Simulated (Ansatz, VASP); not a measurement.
**One calculation of Ca, two programs**

```xyz
1
Lattice="0.0000 2.7627 2.7627 2.7627 0.0000 2.7627 2.7627 2.7627 0.0000" Properties=species:S:1:pos:R:3 pbc="T T T"
Ca    0.0000    0.0000    0.0000
```

Alike in both runs: task single point; functional PBE; k mesh 10 × 10 × 10; occupations fermi-dirac, width 1 eV; no spin polarisation.

|  | VASP | Ansatz |
| --- | --- | --- |
| version | VASP 6.6.1 | Ansatz 0.2.0 |
| potentials or method | VASP PAW PBE potentials, release 64 (Ca_sv), cutoff 520 eV | plane waves (420 eV) with PAW, scalar-relativistic |
| valence electrons in the cell | 10 | 10 |

|  | VASP | Ansatz | Ansatz less VASP |
| --- | --- | --- | --- |
| pressure (GPa) | 1.9 | 1.9 | +0.02 |
